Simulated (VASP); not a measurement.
Set up this calculation in VASP 6.6.1, as the native input.

```yaml
Task: single point
Functional: HSE06
Potentials_or_basis: VASP PAW PBE potentials, release 64 (Ga_d)
Cutoff: 520 eV
k_mesh: 7 × 7 × 7
Occupations: fermi-dirac, width 0.05 eV
Spin: no spin polarisation
Dipole_correction: no
Grid_for_exact_exchange_PRECFOCK: Normal
Further_INCAR_settings: ALGO = Normal; EDIFF = 1e-07; NBANDS = 12
Screening_parameter: 0.2079 1/Å
```

The system is Ga.

```
CELL_PARAMETERS angstrom
-1.38440 1.38440 2.31122
1.38440 -1.38440 2.31122
1.38440 1.38440 -2.31122
ATOMIC_POSITIONS crystal
Ga 0.00000 0.00000 0.00000
```

These files were run (other wordings do the same):

POSCAR

```
Ga
1.0
   -1.3843987196      1.3843987196      2.3112238365
    1.3843987196     -1.3843987196      2.3112238365
    1.3843987196      1.3843987196     -2.3112238365
Ga
1
Direct
    0.0000000000      0.0000000000      0.0000000000
```

INCAR.step1

```
PREC = Accurate
ENCUT = 520
EDIFF = 1E-5
ISMEAR = -1
SIGMA = 0.05
LREAL = False
LASPH = True
NELM = 60
ALGO = Normal
ISIF = 2
LWAVE = True
NBANDS = 12
GGA = PE
```

INCAR.step2

```
PREC = Accurate
ENCUT = 520
EDIFF = 1E-7
ISMEAR = -1
SIGMA = 0.05
LREAL = False
LASPH = True
NELM = 60
ALGO = Normal
ISIF = 2
LWAVE = False
LCHARG = True
GGA = PE
LHFCALC = True
HFSCREEN = 0.2079
PRECFOCK = Normal
LELF = True
LVHAR = True
NBANDS = 12
ISTART = 1
```

KPOINTS

```
regular mesh
0
Gamma
  7 7 7
```

Potentials or basis: VASP PAW PBE potentials, release 64 (Ga_d).

Launch:

```bash
$ cat potpaw_PBE.64/Ga_d/POTCAR > POTCAR
$ cp INCAR.step1 INCAR
$ mpirun -np 1 vasp_std > vasp.out
$ cp INCAR.step2 INCAR
$ mpirun -np 1 vasp_std > vasp.out
```

It gave:

| Item | Value |
| --- | --- |
| Pressure | 2.6 GPa |

Caveat: the k points lie up to 0.46 Å⁻¹ apart; the PAW data sets were made with another functional, which shifts forces and pressure a little.

Run time: 63 min on 1 thread of AMD EPYC 7R13 Processor (Zen 3) (shared host), peak memory 0.23 GiB.
